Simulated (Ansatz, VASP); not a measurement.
**One calculation of GaCo, two programs**

The input INCAR:

```
SYSTEM = GaCo
PREC = Accurate
ENCUT = 520
EDIFF = 1E-6
ISMEAR = 0
SIGMA = 0.1
LREAL = .False.
LASPH = .True.
NELM = 150
ALGO = Normal
ISIF = 2
LWAVE = .False.
LCHARG = .False.
ISPIN = 2
MAGMOM = 0 0.12
LORBIT = 11
LMAXMIX = 4
GGA = PE
NBANDS = 22
```

File KPOINTS:

```
regular mesh
0
Gamma
  20 20 20
  0 0 0
```

The input POSCAR:

```
GaCo
1.0
    2.7613710499      0.0000000000      0.0000000000
    0.0000000000      2.7613710499      0.0000000000
    0.0000000000      0.0000000000      2.7613710499
Ga Co
1 1
Direct
    0.5000000000      0.5000000000      0.5000000000
    0.0000000000      0.0000000000      0.0000000000
```

Input for Ansatz:

```yaml
crystal:
  lattice:
    - [2.7613710499, 0.0, 0.0]
    - [0.0, 2.7613710499, 0.0]
    - [0.0, 0.0, 2.7613710499]
  atoms:
    - { symbol: Ga, position: [0.5, 0.5, 0.5] }
    - { symbol: Co, position: [0.0, 0.0, 0.0], spin: 0.12 }
basis:
  ecutwfc: 420
kpoints:
  mp_grid: { grid: [20, 20, 20] }
hamiltonian:
  xc: pbe
scf:
  occupations: { method: gaussian, width: 0.1 }
output:
  forces: true
  stress: true
  eigenvalues: true
  populations: true
magnetization:
  spin_polarized: true
```

Alike in both runs: task single point; functional PBE; k mesh 20 × 20 × 20; occupations gaussian, width 0.1 eV; collinear spin.

|  | VASP | Ansatz |
| --- | --- | --- |
| version | VASP 6.6.1 | Ansatz 0.2.0 |
| potentials or method | VASP PAW PBE potentials, release 64 (Ga_d, Co), cutoff 520 eV | scalar-relativistic, plane waves, PAW |
| valence electrons in the cell | 22 | 30 |

|  | VASP | Ansatz | Ansatz less VASP |
| --- | --- | --- | --- |
| gap on the k mesh at the Fermi level (eV) | none | none | - |
| net moment per atom (μB) | 0.00 | 0.00 | 0.000 |

A gap of «none» marks a metal or a gap that the smearing closes. VASP's potentials hold 22 valence electrons a cell and Ansatz's 30, so a difference there can come from the potentials and not from the codes. Ansatz's warnings: seeded moment not kept.
